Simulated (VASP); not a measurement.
LaYN2:

```xyz
8
Lattice="3.8428 0.0000 0.0000 0.0000 3.8428 0.0000 0.0000 0.0000 8.2557" Properties=species:S:1:pos:R:3 pbc="T T T"
La    1.9214    0.0000    5.4019
La    0.0000    1.9214    2.8537
Y     1.9214    1.9214    0.0000
Y     0.0000    0.0000    0.0000
N     0.0000    1.9214    7.0184
N     1.9214    0.0000    2.8623
N     1.9214    0.0000    1.2373
N     0.0000    1.9214    5.3934
```

```yaml
Program: VASP 6.6.1
Task: relaxation of cell and atoms
Functional: PBE
Potentials_or_basis: VASP PAW PBE potentials, release 64 (La, Y_sv, N)
Cutoff: 600 eV
k_mesh: 4 × 4 × 2
Occupations: gaussian, width 0.1 eV
Spin: no spin polarisation
```

At the start: pressure 15.8 GPa; volume 15.24 Å³/atom.

Problem. Where does the relaxation end?

Solution. Over 16 steps the energy falls by 248.5 meV/atom and the volume is 16.57 Å³/atom (+8.7 %); space group P4/nmm (No. 129, to 0.05 Å).

The path:
| step | energy change (eV) | largest force (eV/Å) | pressure (GPa) | volume (Å³) |
| --- | --- | --- | --- | --- |
| 1 | 0.0000 | 3.3882 | 15.83 | 121.91 |
| 2 | -1.0045 | 1.1369 | -8.99 | 150.45 |
| 3 | -1.2176 | 1.5863 | -3.68 | 140.74 |
| 4 | -1.6298 | 0.8284 | -1.63 | 137.50 |
| 5 | -1.7108 | 1.3653 | 0.72 | 135.48 |
| 6 | -1.8483 | 0.5939 | 0.85 | 134.73 |
| 7 | -1.8488 | 0.5131 | 0.81 | 134.78 |
| 8 | -1.8830 | 0.5119 | -1.56 | 136.46 |
| 9 | -1.8832 | 0.4789 | -1.38 | 136.32 |
| 10 | -1.9211 | 0.4077 | -0.98 | 135.12 |
| 11 | -1.9616 | 0.4187 | 0.13 | 132.45 |
| 12 | -1.9805 | 0.1482 | 0.21 | 132.13 |
| 13 | -1.9844 | 0.1452 | 0.29 | 131.90 |
| 14 | -1.9874 | 0.0747 | -0.04 | 132.55 |
| 15 | -1.9874 | 0.0723 | -0.07 | 132.63 |
| 16 | -1.9878 | 0.0198 | 0.01 | 132.55 |

Final structure:
```cif
data_structure
_symmetry_space_group_name_H-M 'P 1'
_symmetry_Int_Tables_number 1
_cell_length_a 3.9155
_cell_length_b 3.9155
_cell_length_c 8.6457
_cell_angle_alpha 90.000
_cell_angle_beta 90.000
_cell_angle_gamma 90.000
_cell_volume 132.55
loop_
_atom_site_label
_atom_site_type_symbol
_atom_site_fract_x
_atom_site_fract_y
_atom_site_fract_z
_atom_site_occupancy
La1 La 0.50000 0.00000 0.64288 1
La2 La 0.00000 0.50000 0.35712 1
Y1 Y 0.50000 0.50000 0.00000 1
Y2 Y 0.00000 0.00000 0.00000 1
N1 N 0.00000 0.50000 0.79985 1
N2 N 0.50000 0.00000 0.36842 1
N3 N 0.50000 0.00000 0.20015 1
N4 N 0.00000 0.50000 0.63158 1
```

Caveat: the k points lie up to 0.40 Å⁻¹ apart in the final cell.
